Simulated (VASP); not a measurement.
# H21O10F in VASP: notebook

H21O10F is run at these levels: PBE; tasks: single point.

Everything below comes from runs of VASP 6.6.1. Logs are shortened: lines on timing, memory, paths and dates and some standing lists are left out, and cuts for length are marked.

## 1. The cell of the first run

The cell holds an amorphous packing of atoms, 32 atoms: a = 7.572 Å, b = 7.572 Å, c = 7.572 Å, α = 90.00°, β = 90.00°, γ = 90.00°.

## 2. Single point, PBE

Contents of INCAR:

```
  PREC = Accurate
  ENCUT = 520
  EDIFF = 1E-6
  ISMEAR = -1
  SIGMA = 0.02
  LREAL = Auto
  LASPH = True
  NELM = 120
  ALGO = Normal
  ISIF = 2
  LWAVE = False
  LCHARG = False
  GGA = PE
  NBANDS = 66
  GGA_COMPAT = False
```

Contents of KPOINTS:

```
Automatic mesh
0
Gamma
  1 1 1
```

Contents of POSCAR:

```
H21O10F
1.0
    7.5723370000      0.0000000000      0.0000000000
    0.0000000000      7.5723370000      0.0000000000
    0.0000000000      0.0000000000      7.5723370000
O H F
10 21 1
Direct
    0.1026367421      0.6942506653      0.2668793003
    0.6508162540      0.1309635321      0.8486283693
    0.6249457730      0.5844959093      1.0074696887
    0.7565696033      0.7830607645      0.2755159999
    0.1472596901      0.3636261830      1.0214415972
    0.3190296470      0.9248663920      0.6941714295
    0.4885810021      0.5936344354      0.4869566687
    0.9202178931      0.5435706308      0.7937443883
    0.4448296477      0.3563893155      0.2009155166
    0.9792353404     -0.0183166703      0.9289206225
   -0.0163621878      0.7425844888      0.2656511457
    0.0914248798      0.5807057980      0.2088258882
    0.6552006336      0.2427916243      0.7871546129
    0.5678431903      0.0702161037      0.7781481463
    0.5386448067      0.6733720382      0.9701628440
    0.5505037613      0.4927144685      1.0601746858
    0.7335780222      0.7068755656      0.1680458754
    0.6719590002      0.7441427924      0.3623055868
    0.0762908465      0.4434298157      0.9438301544
    0.0895496331      0.2524319771      1.0016326532
    0.2298761928      0.9804767009      0.7757842790
    0.2916272744      0.9851251998      0.5815113617
    0.3763699370      0.6457979881      0.5176737380
    0.4690229714      0.5181755646      0.3868026476
    0.8020245269      0.5617156236      0.8463173258
    0.9677461529      0.6521368502      0.7352023556
    0.3345598591      0.3386801195      0.1354139416
    0.4999117181      0.2402164616      0.2122066147
    0.8701937064      0.0389443840      0.8792265849
    0.9398947775     -0.0948584301      1.0207680931
    0.2360433774      0.8452740548      0.2570936819
    0.3184089667      0.9476598836      0.2336266862
```

Potentials or basis: VASP PAW PBE potentials, release 64 (O, H, F).

Started as:

```console
$ cat potpaw_PBE.64/O/POTCAR potpaw_PBE.64/H/POTCAR potpaw_PBE.64/F/POTCAR > POTCAR
$ mpirun -np 1 vasp_gam > vasp.out
```

OUTCAR:

```text
PREC = Accurate
   ENCUT = 520
   EDIFF = 1E-6
   ISMEAR = -1
   LREAL = Auto
   LASPH = True
   NELM = 120
   ISIF = 2
   GGA = PE

 ion  position               nearest neighbor table
   1  0.103  0.694  0.267-  12 0.97  11 0.97
   2  0.651  0.131  0.849-  14 0.94  13 0.97
   3  0.625  0.584  0.007-  15 0.98  16 0.98
   4  0.757  0.783  0.276-  18 0.96  17 1.01
   5  0.147  0.364  0.021-  20 0.96  19 1.00
   6  0.319  0.925  0.694-  22 0.99  21 1.01
   7  0.489  0.594  0.487-  24 0.96  23 0.97
   8  0.920  0.544  0.794-  25 0.99  26 1.00
   9  0.445  0.356  0.201-  28 0.98  27 0.98
  10  0.979  0.982  0.929-  30 0.95  29 1.01
  11  0.984  0.743  0.266-   1 0.97
  12  0.091  0.581  0.209-   1 0.97
  13  0.655  0.243  0.787-   2 0.97
  14  0.568  0.070  0.778-   2 0.94
  15  0.539  0.673  0.970-   3 0.98
  16  0.551  0.493  0.060-   3 0.98
[... 14 lines left out ...]
  31  0.236  0.845  0.257-  32 1.01
  32  0.318  0.948  0.234-  31 1.01

  LATTYP: Found a simple cubic cell.
 ALAT       =     7.5723370000

  Lattice vectors:

 A1 = (   7.5723370000,   0.0000000000,   0.0000000000)
 A2 = (   0.0000000000,   7.5723370000,   0.0000000000)
 A3 = (   0.0000000000,   0.0000000000,   7.5723370000)

Analysis of symmetry for initial positions (statically):
=====================================================================
 Subroutine PRICEL returns:
 Original cell was already a primitive cell.

 Routine SETGRP: Setting up the symmetry group for a
 simple cubic supercell.

 Subroutine GETGRP returns: Found  1 space group operations
 (whereof  1 operations were pure point group operations)
 out of a pool of 48 trial point group operations.

The static configuration has the point symmetry C_1 .

Analysis of symmetry for dynamics (positions and initial velocities):
=====================================================================
 Subroutine PRICEL returns:
 Original cell was already a primitive cell.

 Routine SETGRP: Setting up the symmetry group for a
 simple cubic supercell.

 Subroutine GETGRP returns: Found  1 space group operations
 (whereof  1 operations were pure point group operations)
 out of a pool of 48 trial point group operations.

The dynamic configuration has the point symmetry C_1 .

 Subroutine INISYM returns: Found  1 space group operations
 (whereof  1 operations are pure point group operations),
 and found     1 'primitive' translations

----------------------------------------------------------------------------------------

                                     Primitive cell

  volume of cell :     434.2000

  direct lattice vectors                    reciprocal lattice vectors
     7.572337000  0.000000000  0.000000000     0.132059627  0.000000000  0.000000000
     0.000000000  7.572337000  0.000000000     0.000000000  0.132059627  0.000000000
     0.000000000  0.000000000  7.572337000     0.000000000  0.000000000  0.132059627

  length of vectors
     7.572337000  7.572337000  7.572337000     0.132059627  0.132059627  0.132059627

  position of ions in fractional coordinates (direct lattice)
     0.102636742  0.694250665  0.266879300
     0.650816254  0.130963532  0.848628369
     0.624945773  0.584495909  0.007469689
     0.756569603  0.783060765  0.275516000
     0.147259690  0.363626183  0.021441597
     0.319029647  0.924866392  0.694171430
[... 24 lines left out ...]
     0.236043377  0.845274055  0.257093682
     0.318408967  0.947659884  0.233626686

  ion indices of the primitive-cell ions
   primitive index   ion index
                 1           1
                 2           2
                 3           3
                 4           4
                 5           5
                 6           6
[... 24 lines left out ...]
                31          31
                32          32

----------------------------------------------------------------------------------------

 KPOINTS: Automatic mesh

Automatic generation of k-mesh.
 Grid dimensions read from file:
 generate k-points for:    1    1    1

 Generating k-lattice:

  Cartesian coordinates                     Fractional coordinates (reciprocal lattice)
     0.132059627  0.000000000  0.000000000     1.000000000  0.000000000  0.000000000
     0.000000000  0.132059627  0.000000000     0.000000000  1.000000000  0.000000000
     0.000000000  0.000000000  0.132059627     0.000000000  0.000000000  1.000000000

  Length of vectors
     0.132059627  0.132059627  0.132059627

  Shift w.r.t. Gamma in fractional coordinates (k-lattice)
     0.000000000  0.000000000  0.000000000

 Subroutine IBZKPT returns following result:
 ===========================================

 Found      1 irreducible k-points:

 Following reciprocal coordinates:
            Coordinates               Weight
  0.000000  0.000000  0.000000      1.000000
   k-points           NKPTS =      1   k-points in BZ     NKDIM =      1   number of bands    NBANDS=     66
   number of dos      NEDOS =    301   number of ions     NIONS =     32
   total plane-waves  NPLWV = 175616
   dimension x,y,z NGX =    56 NGY =   56 NGZ =   56
   dimension x,y,z NGXF=   112 NGYF=  112 NGZF=  112
   ions per type =              10  21   1
   NGX,Y,Z   is equivalent  to a cutoff of  12.29, 12.29, 12.29 a.u.
   NGXF,Y,Z  is equivalent  to a cutoff of  24.59, 24.59, 24.59 a.u.
 SYSTEM =  unknown system
   PREC   = accura    normal or accurate (medium, high low for compatibility)
   ISTART =      0    job   : 0-new  1-cont  2-samecut
   ICHARG =      2    charge: 1-file 2-atom 10-const
   ISPIN  =      1    spin polarized calculation?
   LNONCOLLINEAR =      F non collinear calculations
   LSORBIT =      F    spin-orbit coupling
   LASPH  =      T    aspherical Exc in radial PAW
   ENCUT  =  520.0 eV  38.22 Ry    6.18 a.u.  14.08 14.08 14.08*2*pi/ulx,y,z
   NELM   =    120;   NELMIN=  2; NELMDL= -5     # of ELM steps
   EDIFF  = 0.1E-05   stopping-criterion for ELM
   LREAL  =      T    real-space projection
   EDIFFG = 0.1E-04   stopping-criterion for IOM
   NSW    =      0    number of steps for IOM
   IBRION =     -1    ionic relax: 0-MD 1-quasi-New 2-CG
   NFREE  =      0    steps in history (QN), initial steepest desc. (CG)
   ISIF   =      2    stress and relaxation
   ISYM   =      2    0-nonsym 1-usesym 2-fastsym
   POTIM  = 0.5000    time-step for ionic-motion
   TEBEG  =    0.0;   TEEND  =   0.0 temperature during run
   PSTRESS=    0.0 pullay stress
   NELECT =      88.0000    total number of electrons
   NUPDOWN=      -1.0000    fix difference up-down
   EMIN   =  10.00;   EMAX   =-10.00  energy-range for DOS
   EFERMI =   0.00;   METHOD = LEGACY
   ISMEAR =    -1;   SIGMA  =   0.02  broadening in eV -4-tet -1-fermi 0-gaus
   EFERMI_NEDOS =   21; number of points for ismear=-14 and -15
   IALGO  =     38    algorithm
   IMIX   =      4    mixing-type and parameters
     AMIX     =   0.40;   BMIX     =  1.00
     AMIX_MAG =   1.60;   BMIX_MAG =  1.00
  volume/ion in A,a.u.               =      13.57        91.57
  Fermi-wavevector in a.u.,A,eV,Ry     =   0.961625  1.817208 12.581618  0.924723
  Thomas-Fermi vector in A             =   2.091013
   LORBIT       =      0    0 simple, 1 ext, 2 COOP (PROOUT), +10 PAW based schemes
   GGA     = PE    functional components
   LHFCALC =     F    Hartree Fock is set to
   AEXX    =    0.0000 exact exchange contribution
   IVDW    =     0    specifies the selected vdW correction
   LEPSILON=     F    determine dielectric tensor
   LRPA    =     F    only Hartree local field effects (RPA)
 non-spin polarized calculation
  energy-cutoff  :      520.00
  volume of cell :      434.20
 maximum number of plane-waves:      5877
   NGX = 29   NGY = 29   NGZ = 29

 number of electron      87.9999996 magnetization

 Free energy of the ion-electron system (eV)
  ---------------------------------------------------
  ext. energy  EPLUGINS =         0.00000000
  ---------------------------------------------------
  free energy    TOTEN  =      -154.29413883 eV

  energy without entropy =     -154.29413883  energy(sigma->0) =     -154.29413883

 E-fermi :  -4.0470     XC(G=0):  -5.7024

 val. band max:       -4.6233876742   @ k =   0.0000   0.0000   0.0000
 cond. band min:       0.0236442982   @ k =   0.0000   0.0000   0.0000
 fundamental gap:      4.6470319724
 Fermi energy:        -4.0469975904

 k-point     1 :       0.0000    0.0000    0.0000
  band No.  band energies     occupation
      1     -26.0143      2.00000
      2     -23.7773      2.00000
      3     -23.6701      2.00000
      4     -23.4681      2.00000
      5     -23.3426      2.00000
      6     -23.0678      2.00000
[... 48 lines left out ...]
     55       4.8243      0.00000
     56       4.9487      0.00000
 [bands above 56 left out]

------------------------ aborting loop because EDIFF is reached ----------------------------------------

  FORCE on cell =-STRESS in cart. coord.  units (eV):
  Direction    XX          YY          ZZ          XY          YZ          ZX
  --------------------------------------------------------------------------------------
  -------------------------------------------------------------------------------------
  Total        0.4372503     -0.3435689     -0.3483164      1.0746072      0.5171871      1.0595165
  in kB        1.6134330     -1.2677530     -1.2852709      3.9652497      1.9083960      3.9095654
  external PRESSURE =      -0.3131970 kB  Pullay stress =       0.0000000 kB

 VOLUME and BASIS-vectors are now :
 -----------------------------------------------------------------------------
  energy-cutoff  :      520.00
  volume of cell :      434.20
      direct lattice vectors                 reciprocal lattice vectors
     7.572337000  0.000000000  0.000000000     0.132059627  0.000000000  0.000000000
     0.000000000  7.572337000  0.000000000     0.000000000  0.132059627  0.000000000
     0.000000000  0.000000000  7.572337000     0.000000000  0.000000000  0.132059627

 POSITION                                       TOTAL-FORCE (eV/Angst)
 -----------------------------------------------------------------------------------
      0.77720      5.25710      2.02090         0.850905      0.179364      0.160892
      4.92820      0.99170      6.42610         1.111419      0.838515      0.656835
      4.73230      4.42600      0.05656         0.099542      1.011922     -0.918170
      5.72900      5.92960      2.08630         1.051856     -0.001277     -1.539404
      1.11510      2.75350      0.16236        -0.279449      0.921903     -0.139197
      2.41580      7.00340      5.25650        -0.899073      1.151116      0.122323
[... 24 lines left out ...]
      1.78740      6.40070      1.94680         0.506163      0.388780     -0.572580
      2.41110      7.17600      1.76910        -0.535282     -0.570700      0.430899
 -----------------------------------------------------------------------------------
    total drift:                                0.008846      0.008679      0.006235

  FREE ENERGIE OF THE ION-ELECTRON SYSTEM (eV)
  ---------------------------------------------------
  free  energy   TOTEN  =      -154.2941388306 eV

  energy  without entropy=     -154.2941388306  energy(sigma->0) =     -154.29413883
```

Run time: 34 s. Hardware: 1 thread of Intel Xeon 6975P-C (Granite Rapids), shared host; peak memory 0.38 GiB.

What came out:

- Free energy: -154.2941 eV
- Pressure: 0.0 GPa
- Largest force: 2.198 eV/Å
- Band gap on the k mesh: 4.65 eV

Forces in eV/Å, atoms in the order of the input:
```
O    0.851  0.179  0.161
O    1.111  0.839  0.657
O    0.100  1.012 -0.918
O    1.052 -0.001 -1.539
O   -0.279  0.922 -0.139
O   -0.899  1.151  0.122
O    0.775  0.600  0.763
O    0.876  0.415 -0.421
O    0.768 -0.173  0.303
O    0.097  1.180 -1.308
H   -1.188  0.283  0.572
H    0.386 -0.426 -0.215
H    0.280  0.591  0.038
H   -1.457 -1.431 -0.814
H    0.241 -0.020 -0.101
H   -0.202 -0.891  0.689
H   -0.439  0.434  0.931
H   -0.657 -0.400  0.645
H    0.172  0.072 -0.121
H   -0.294 -1.136  0.114
H    0.618 -0.771 -0.469
H    0.293 -0.419  0.353
H   -0.280  0.177  0.051
H   -0.395 -0.755 -0.718
H    0.195  0.449 -0.093
H   -0.912 -0.912  0.714
H   -0.605 -0.002 -0.275
H   -0.149  0.087 -0.060
H    0.302 -0.458  0.462
H   -0.330 -0.414  0.758
H    0.506  0.389 -0.573
F   -0.535 -0.571  0.431
```

Levels at points of the mesh, in eV from the valence-band top:
```
           k point  band 42  band 43  band 44  band 45  band 46  band 47
(0.00, 0.00, 0.00)    -0.28    -0.02     0.00     4.65     7.26     7.35
```

Caveat: the k points lie up to 0.83 Å⁻¹ apart.

## 3. Single point, PBE

Contents of INCAR:

```
PREC     = Accurate       # precision mode
ENCUT    = 520            # plane-wave cutoff, eV
EDIFF    = 1E-6           # SCF threshold, eV
ISMEAR   = -1             # smearing method
SIGMA    = 0.02           # smearing width, eV
LREAL    = Auto         
LASPH    = True           # aspherical terms in the spheres
NELM     = 120            # most SCF steps
ALGO     = Normal         # electronic algorithm
ISIF     = 2              # what is computed and relaxed
LWAVE    = False          # write WAVECAR
LCHARG   = True           # write CHGCAR
GGA      = PE             # functional
LELF     = True           # ELF
LVHAR    = True         
NBANDS   = 66             # bands
GGA_COMPAT= False
```

Contents of KPOINTS:

```
regular mesh
0
Gamma
  1 1 1
```

Contents of POSCAR:

```
H21O10F
1.0
    7.5723370000      0.0000000000      0.0000000000
    0.0000000000      7.5723370000      0.0000000000
    0.0000000000      0.0000000000      7.5723370000
O H F
10 21 1
Direct
    0.0687898597      0.7005367035      0.2399391364
    0.6349426868      0.1378306327      0.8302060513
    0.6156883932      0.5915875112      0.9972878914
    0.7345552635      0.7910371659      0.2908745345
    0.1395606139      0.3026146353      1.0422409885
    0.3171015764      0.9700439904      0.7117485659
    0.4434562276      0.5521016827      0.4568470738
    0.9508557266      0.5617948594      0.7982080037
    0.4625124318      0.3212218368      0.1927938495
    0.9526649435     -0.0012149486      0.9200990394
   -0.0519786692      0.7280051060      0.2902802662
    0.0497072436      0.5782362829      0.2168419076
    0.6343220065      0.2334021848      0.7380284316
    0.5095520709      0.1024650646      0.8173170317
    0.5161550523      0.5999072677      0.9129546136
    0.5652019977      0.5030943552      1.0746616269
    0.6798297540      0.7517230150      0.1888056488
    0.6394723320      0.7498081504      0.3669276737
    0.0838182453      0.3915567942      0.9611695834
    0.0719989087      0.1971650232      1.0080111332
    0.2086938286      1.0185494914      0.7668042244
    0.3061802453      0.9497068078      0.5903857686
    0.3160450994      0.5792003182      0.4693002966
    0.4508515667      0.4606107731      0.3586211232
    0.8355280543      0.5508603222      0.8516525347
    0.9596905156      0.6869081500      0.7710433384
    0.3458905751      0.2978869007      0.1413434188
    0.5332699799      0.2179512085      0.1724170491
    0.8283440106      0.0148435021      0.8834128750
    0.9689611014     -0.1259320603      0.9481220923
    0.2240259513      0.8355016424      0.2201698102
    0.3111192753      0.9299506876      0.2200245446
```

Potentials or basis: VASP PAW PBE potentials, release 64 (O, H, F).

Started as:

```console
$ cat potpaw_PBE.64/O/POTCAR potpaw_PBE.64/H/POTCAR potpaw_PBE.64/F/POTCAR > POTCAR
$ mpirun -np 1 vasp_gam > vasp.out
```

Run time: 37 s. Hardware: 1 thread of Intel Xeon 6975P-C (Granite Rapids), shared host; peak memory 0.38 GiB.

The run converged. Its results:

```yaml
Free_energy: -153.9036 eV
Pressure: 0.1 GPa
Largest_force: 3.625 eV/Å
Band_gap_on_the_k_mesh: 4.42 eV
```

Forces in eV/Å, atoms in the order of the input:
```
O   -0.727  0.576  0.656
O   -0.753  1.295 -1.128
O   -0.515  0.581 -1.237
O    0.756  0.725  2.485
O   -0.839  0.875 -0.867
O    0.139  0.550  2.856
O   -0.532 -0.159 -0.350
O    0.648 -0.081 -0.152
O    0.236  0.624  0.115
O    0.299 -0.300 -0.256
H    0.220  0.683 -0.281
H    0.565 -1.271 -0.521
H    0.515 -0.839  0.926
H    0.245 -0.668  0.042
H    0.674  0.435  0.112
H   -0.061 -1.066  0.837
H   -0.805 -0.763 -3.451
H   -0.079 -0.042  1.158
H    0.694 -0.215  0.469
H    0.051 -0.541  0.340
H    0.294 -0.430 -0.830
H   -0.579 -0.034 -1.954
H    0.835 -0.179 -0.173
H   -0.157  0.521  0.858
H   -0.876 -0.045  0.443
H    0.147 -0.031 -0.205
H   -0.599 -0.116 -0.318
H    0.322 -0.584 -0.047
H   -0.055  0.263 -0.022
H   -0.015  0.254  0.392
H   -0.166 -0.089  0.079
F    0.118  0.072  0.025
```

Stress tensor (GPa, compression positive):
```
-0.78  0.41  0.13
 0.41  0.01  0.57
 0.13  0.57  1.12
```

Levels at points of the mesh, in eV from the valence-band top:
```
           k point  band 40  band 41  band 42  band 43  band 44  band 45  band 46  band 47  band 48  band 49
(0.00, 0.00, 0.00)    -0.72    -0.58    -0.55    -0.44     0.00     4.42     6.91     7.10     7.18     7.31
```

Caveat: the k points lie up to 0.83 Å⁻¹ apart.

(Continued in part 2 of 3.)
